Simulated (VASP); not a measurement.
# InSb (F-43m) in VASP: further runs

The runs below take InSb through single point, with LDA.

All numbers are computed with VASP 6.6.1; they aren't measurements. Logs are shortened: lines on timing, memory, paths and dates and some standing lists are left out, and cuts for length are marked.

### Step 1. The cell of the first run

It takes space group F-43m (No. 216, cubic). Conventional cell: a = 6.563 Å, b = 6.563 Å, c = 6.563 Å, α = 90.00°, β = 90.00°, γ = 90.00°. In (site symmetry -43m) has 4 Sb at 2.84 Å within 3.7 Å. Sb (site symmetry -43m) has 4 In at 2.84 Å within 3.7 Å.

### Step 2. Single point, LDA (volume scaled by 1.04)

Input file INCAR:

```
SYSTEM = InSb
PREC = Accurate ; ENCUT = 520
EDIFF = 1E-6 ; ISMEAR = -1
SIGMA = 0.03 ; LREAL = .FALSE.
LASPH = .TRUE. ; NELM = 80
ALGO = Normal ; ISIF = 2
LWAVE = .FALSE. ; LCHARG = .FALSE.
GGA = CA ; NBANDS = 16
```

Input file KPOINTS:

```
Automatic mesh
0
G
  10 10 10
  0 0 0
```

Input file POSCAR:

```
InSb
1.0
    0.0000000000      3.2817246249      3.2817246249
    3.2817246249      0.0000000000      3.2817246249
    3.2817246249      3.2817246249      0.0000000000
In Sb
1 1
Direct
    0.0000000000      0.0000000000      0.0000000000
    0.7500000000      0.7500000000      0.7500000000
```

Potentials or basis: VASP PAW LDA potentials, release 64 (In_d, Sb).

The run is started by

```console
$ cat potpaw_LDA.64/In_d/POTCAR potpaw_LDA.64/Sb/POTCAR > POTCAR
$ mpirun -np 1 vasp_std > vasp.out
```

OUTCAR:

```text
SYSTEM = InSb
   PREC = Accurate
   ENCUT = 520
   EDIFF = 1E-6
   ISMEAR = -1
   LREAL = .FALSE.
   LASPH = .TRUE.
   NELM = 80
   ISIF = 2
   GGA = CA

 ion  position               nearest neighbor table
   1  0.000  0.000  0.000-   2 2.84   2 2.84   2 2.84   2 2.84
   2  0.750  0.750  0.750-   1 2.84   1 2.84   1 2.84   1 2.84

  LATTYP: Found a face centered cubic cell.
 ALAT       =     6.5634492498

  Lattice vectors:

 A1 = (   0.0000000000,   3.2817246249,   3.2817246249)
 A2 = (   3.2817246249,   0.0000000000,   3.2817246249)
 A3 = (   3.2817246249,   3.2817246249,   0.0000000000)

Analysis of symmetry for initial positions (statically):
=====================================================================
 Subroutine PRICEL returns:
 Original cell was already a primitive cell.

 Routine SETGRP: Setting up the symmetry group for a
 face centered cubic supercell.

 Subroutine GETGRP returns: Found 24 space group operations
 (whereof 24 operations were pure point group operations)
 out of a pool of 48 trial point group operations.

The static configuration has the point symmetry T_d .

Analysis of symmetry for dynamics (positions and initial velocities):
=====================================================================
 Subroutine PRICEL returns:
 Original cell was already a primitive cell.

 Routine SETGRP: Setting up the symmetry group for a
 face centered cubic supercell.

 Subroutine GETGRP returns: Found 24 space group operations
 (whereof 24 operations were pure point group operations)
 out of a pool of 48 trial point group operations.

The dynamic configuration has the point symmetry T_d .

 Subroutine INISYM returns: Found 24 space group operations
 (whereof 24 operations are pure point group operations),
 and found     1 'primitive' translations

----------------------------------------------------------------------------------------

                                     Primitive cell

  volume of cell :      70.6865

  direct lattice vectors                    reciprocal lattice vectors
     0.000000000  3.281724625  3.281724625    -0.152358914  0.152358914  0.152358914
     3.281724625  0.000000000  3.281724625     0.152358914 -0.152358914  0.152358914
     3.281724625  3.281724625  0.000000000     0.152358914  0.152358914 -0.152358914

  length of vectors
     4.641059473  4.641059473  4.641059473     0.263893380  0.263893380  0.263893380

  position of ions in fractional coordinates (direct lattice)
     0.000000000  0.000000000  0.000000000
     0.750000000  0.750000000  0.750000000

  ion indices of the primitive-cell ions
   primitive index   ion index
                 1           1
                 2           2

----------------------------------------------------------------------------------------

 KPOINTS: Automatic mesh

Automatic generation of k-mesh.
 Grid dimensions read from file:
 generate k-points for:   10   10   10

 Generating k-lattice:

  Cartesian coordinates                     Fractional coordinates (reciprocal lattice)
    -0.015235891  0.015235891  0.015235891     0.100000000  0.000000000  0.000000000
     0.015235891 -0.015235891  0.015235891     0.000000000  0.100000000  0.000000000
     0.015235891  0.015235891 -0.015235891     0.000000000  0.000000000  0.100000000

  Length of vectors
     0.026389338  0.026389338  0.026389338

  Shift w.r.t. Gamma in fractional coordinates (k-lattice)
     0.000000000  0.000000000  0.000000000

 Subroutine IBZKPT returns following result:
 ===========================================

 Found     47 irreducible k-points:

 Following reciprocal coordinates:
            Coordinates               Weight
  0.000000  0.000000  0.000000      1.000000
  0.100000  0.000000  0.000000      8.000000
  0.200000  0.000000  0.000000      8.000000
  0.300000  0.000000  0.000000      8.000000
  0.400000  0.000000  0.000000      8.000000
  0.500000  0.000000  0.000000      4.000000
[... 16 lines left out ...]
  0.300000  0.300000  0.000000      6.000000
  0.400000  0.300000  0.000000     24.000000
 [... further k-points ...]
   k-points           NKPTS =     47   k-points in BZ     NKDIM =     47   number of bands    NBANDS=     16
   number of dos      NEDOS =    301   number of ions     NIONS =      2
   total plane-waves  NPLWV =  46656
   dimension x,y,z NGX =    36 NGY =   36 NGZ =   36
   dimension x,y,z NGXF=    72 NGYF=   72 NGZF=   72
   ions per type =               1   1
   NGX,Y,Z   is equivalent  to a cutoff of  12.90, 12.90, 12.90 a.u.
   NGXF,Y,Z  is equivalent  to a cutoff of  25.79, 25.79, 25.79 a.u.
 SYSTEM =  InSb
   PREC   = accura    normal or accurate (medium, high low for compatibility)
   ISTART =      0    job   : 0-new  1-cont  2-samecut
   ICHARG =      2    charge: 1-file 2-atom 10-const
   ISPIN  =      1    spin polarized calculation?
   LNONCOLLINEAR =      F non collinear calculations
   LSORBIT =      F    spin-orbit coupling
   LASPH  =      T    aspherical Exc in radial PAW
   ENCUT  =  520.0 eV  38.22 Ry    6.18 a.u.   8.63  8.63  8.63*2*pi/ulx,y,z
   NELM   =     80;   NELMIN=  2; NELMDL= -5     # of ELM steps
   EDIFF  = 0.1E-05   stopping-criterion for ELM
   LREAL  =      F    real-space projection
   EDIFFG = 0.1E-04   stopping-criterion for IOM
   NSW    =      0    number of steps for IOM
   IBRION =     -1    ionic relax: 0-MD 1-quasi-New 2-CG
   NFREE  =      0    steps in history (QN), initial steepest desc. (CG)
   ISIF   =      2    stress and relaxation
   ISYM   =      2    0-nonsym 1-usesym 2-fastsym
   POTIM  = 0.5000    time-step for ionic-motion
   TEBEG  =    0.0;   TEEND  =   0.0 temperature during run
   PSTRESS=    0.0 pullay stress
   NELECT =      18.0000    total number of electrons
   NUPDOWN=      -1.0000    fix difference up-down
   EMIN   =  10.00;   EMAX   =-10.00  energy-range for DOS
   EFERMI =   0.00;   METHOD = LEGACY
   ISMEAR =    -1;   SIGMA  =   0.03  broadening in eV -4-tet -1-fermi 0-gaus
   EFERMI_NEDOS =   21; number of points for ismear=-14 and -15
   IALGO  =     38    algorithm
   IMIX   =      4    mixing-type and parameters
     AMIX     =   0.40;   BMIX     =  1.00
     AMIX_MAG =   1.60;   BMIX_MAG =  1.00
  volume/ion in A,a.u.               =      35.34       238.51
  Fermi-wavevector in a.u.,A,eV,Ry     =   1.037656  1.960886 14.649809  1.076731
  Thomas-Fermi vector in A             =   2.172104
   LORBIT       =      0    0 simple, 1 ext, 2 COOP (PROOUT), +10 PAW based schemes
   GGA     = CA    functional components
   LHFCALC =     F    Hartree Fock is set to
   AEXX    =    0.0000 exact exchange contribution
   IVDW    =     0    specifies the selected vdW correction
   LEPSILON=     F    determine dielectric tensor
   LRPA    =     F    only Hartree local field effects (RPA)
 non-spin polarized calculation
  energy-cutoff  :      520.00
  volume of cell :       70.69
 maximum number of plane-waves:      1918
   NGX = 17   NGY = 17   NGZ = 17

 number of electron      18.0000000 magnetization

 Free energy of the ion-electron system (eV)
  ---------------------------------------------------
  ext. energy  EPLUGINS =         0.00000000
  ---------------------------------------------------
  free energy    TOTEN  =        -8.19254561 eV

  energy without entropy =       -8.19239246  energy(sigma->0) =       -8.19246904

 E-fermi :   4.5095     XC(G=0):  -8.8320

 val. band max:        4.4834413532   @ k =   0.0000   0.0000   0.0000
 cond. band min:       4.8379867821   @ k =   0.5000   0.0000   0.0000
 fundamental gap:      0.3545454289
 Fermi energy:         4.5094748904

 k-point     1 :       0.0000    0.0000    0.0000
  band No.  band energies     occupation
      1      -9.9935      2.00000
      2      -9.9935      2.00000
      3      -9.9935      2.00000
      4      -9.9167      2.00000
      5      -9.9167      2.00000
      6      -6.0493      2.00000
[... 8 lines left out ...]
     15      12.6676      0.00000
     16      12.6676      0.00000

 k-point     2 :       0.1000    0.0000    0.0000
  band No.  band energies     occupation
      1      -9.9976      2.00000
      2      -9.9916      2.00000
      3      -9.9916      2.00000
      4      -9.9168      2.00000
      5      -9.9168      2.00000
      6      -5.9632      2.00000
[... 8 lines left out ...]
     15      12.0468      0.00000
     16      12.0468      0.00000

 k-point     3 :       0.2000    0.0000    0.0000
  band No.  band energies     occupation
      1     -10.0083      2.00000
      2      -9.9870      2.00000
      3      -9.9870      2.00000
      4      -9.9169      2.00000
      5      -9.9169      2.00000
      6      -5.7154      2.00000
[... 8 lines left out ...]
     15      11.6655      0.00000
     16      11.6655      0.00000

 k-point     4 :       0.3000    0.0000    0.0000
  band No.  band energies     occupation
      1     -10.0213      2.00000
      2      -9.9818      2.00000
      3      -9.9818      2.00000
      4      -9.9165      2.00000
      5      -9.9165      2.00000
      6      -5.3462      2.00000
[... 8 lines left out ...]
     15      11.8948      0.00000
     16      11.8948      0.00000

 k-point     5 :       0.4000    0.0000    0.0000
  band No.  band energies     occupation
      1     -10.0317      2.00000
      2      -9.9781      2.00000
      3      -9.9781      2.00000
      4      -9.9157      2.00000
      5      -9.9157      2.00000
      6      -4.9605      2.00000
[... 8 lines left out ...]
     15      12.7003      0.00000
     16      12.7003      0.00000

 k-point     6 :       0.5000    0.0000    0.0000
  band No.  band energies     occupation
      1     -10.0357      2.00000
      2      -9.9768      2.00000
      3      -9.9768      2.00000
      4      -9.9152      2.00000
      5      -9.9152      2.00000
      6      -4.7771      2.00000
[... 8 lines left out ...]
     15      13.4846      0.00000
     16      13.4846      0.00000

 k-point     7 :       0.1000    0.1000    0.0000
  band No.  band energies     occupation
      1     -10.0010      2.00000
      2      -9.9898      2.00000
      3      -9.9898      2.00000
      4      -9.9179      2.00000
      5      -9.9159      2.00000
      6      -5.9344      2.00000
[... 8 lines left out ...]
     15      11.3201      0.00000
     16      12.7655      0.00000

 k-point     8 :       0.2000    0.1000    0.0000
  band No.  band energies     occupation
      1     -10.0102      2.00000
      2      -9.9860      2.00000
      3      -9.9852      2.00000
      4      -9.9191      2.00000
      5      -9.9153      2.00000
      6      -5.7396      2.00000
[... 8 lines left out ...]
     15      11.5431      0.00000
     16      12.4358      0.00000

 k-point     9 :       0.3000    0.1000    0.0000
  band No.  band energies     occupation
      1     -10.0217      2.00000
      2      -9.9816      2.00000
      3      -9.9798      2.00000
      4      -9.9195      2.00000
      5      -9.9147      2.00000
      6      -5.4071      2.00000
[... 8 lines left out ...]
     15      11.9326      0.00000
     16      12.4744      0.00000
[... 172 lines left out ...]
 k-point    19 :       0.5000    0.2000    0.0000
  band No.  band energies     occupation
      1     -10.0435      2.00000
      2      -9.9715      2.00000
      3      -9.9686      2.00000
      4      -9.9217      2.00000
      5      -9.9136      2.00000
      6      -4.6270      2.00000
[... 8 lines left out ...]
     15      13.4428      0.00000
     16      13.6192      0.00000

 k-point    20 :      -0.4000    0.2000    0.0000
  band No.  band energies     occupation
      1     -10.0424      2.00000
      2      -9.9721      2.00000
      3      -9.9699      2.00000
      4      -9.9190      2.00000
      5      -9.9158      2.00000
      6      -4.5769      2.00000
[... 8 lines left out ...]
     15      12.4005      0.00000
     16      13.2124      0.00000

 k-point    21 :      -0.3000    0.2000    0.0000
  band No.  band energies     occupation
      1     -10.0362      2.00000
      2      -9.9739      2.00000
      3      -9.9738      2.00000
      4      -9.9181      2.00000
      5      -9.9168      2.00000
      6      -4.8422      2.00000
[... 8 lines left out ...]
     15      12.3200      0.00000
     16      13.6504      0.00000

 k-point    22 :      -0.2000    0.2000    0.0000
  band No.  band energies     occupation
      1     -10.0267      2.00000
      2      -9.9796      2.00000
      3      -9.9770      2.00000
      4      -9.9191      2.00000
      5      -9.9157      2.00000
      6      -5.2158      2.00000
[... 8 lines left out ...]
     15      12.5685      0.00000
     16      13.0670      0.00000

 k-point    23 :       0.3000    0.3000    0.0000
  band No.  band energies     occupation
      1     -10.0420      2.00000
      2      -9.9684      2.00000
      3      -9.9684      2.00000
      4      -9.9270      2.00000
      5      -9.9114      2.00000
      6      -5.0899      2.00000
[... 8 lines left out ...]
     15      13.5299      0.00000
     16      13.8317      0.00000

 k-point    24 :       0.4000    0.3000    0.0000
  band No.  band energies     occupation
      1     -10.0502      2.00000
      2      -9.9644      2.00000
      3      -9.9636      2.00000
      4      -9.9285      2.00000
      5      -9.9108      2.00000
      6      -4.7683      2.00000
[... 8 lines left out ...]
     15      13.9344      0.00000
     16      14.2322      0.00000

 [... further k-points ...]

------------------------ aborting loop because EDIFF is reached ----------------------------------------

  FORCE on cell =-STRESS in cart. coord.  units (eV):
  Direction    XX          YY          ZZ          XY          YZ          ZX
  --------------------------------------------------------------------------------------
  -------------------------------------------------------------------------------------
  Total       -0.9210266     -0.9210266     -0.9210266     -0.0000000     -0.0000000      0.0000000
  in kB      -20.8759555    -20.8759555    -20.8759555     -0.0000000     -0.0000000      0.0000000
  external PRESSURE =     -20.8759555 kB  Pullay stress =       0.0000000 kB

 VOLUME and BASIS-vectors are now :
 -----------------------------------------------------------------------------
  energy-cutoff  :      520.00
  volume of cell :       70.69
      direct lattice vectors                 reciprocal lattice vectors
     0.000000000  3.281724625  3.281724625    -0.152358914  0.152358914  0.152358914
     3.281724625  0.000000000  3.281724625     0.152358914 -0.152358914  0.152358914
     3.281724625  3.281724625  0.000000000     0.152358914  0.152358914 -0.152358914

 POSITION                                       TOTAL-FORCE (eV/Angst)
 -----------------------------------------------------------------------------------
      0.00000      0.00000      0.00000        -0.000000     -0.000000     -0.000000
      4.92259      4.92259      4.92259         0.000000      0.000000      0.000000
 -----------------------------------------------------------------------------------
    total drift:                               -0.000000     -0.000000      0.000000

  FREE ENERGIE OF THE ION-ELECTRON SYSTEM (eV)
  ---------------------------------------------------
  free  energy   TOTEN  =        -8.1925456080 eV

  energy  without entropy=       -8.1923924633  energy(sigma->0) =       -8.19246904
```

Run time: 59 s. Hardware: 1 thread of Intel Xeon Platinum 8259CL at 2.50GHz (Skylake/Cascade Lake), shared host; peak memory 0.2 GiB.

What came out:

```
Free energy            : -8.1925 eV
Pressure               : -2.1 GPa
Band gap on the k mesh : zero (filled and empty bands touch)
```

Caveat: spin-orbit coupling is left out, which moves the levels of the heavy elements.

(Continued in part 2 of 2.)
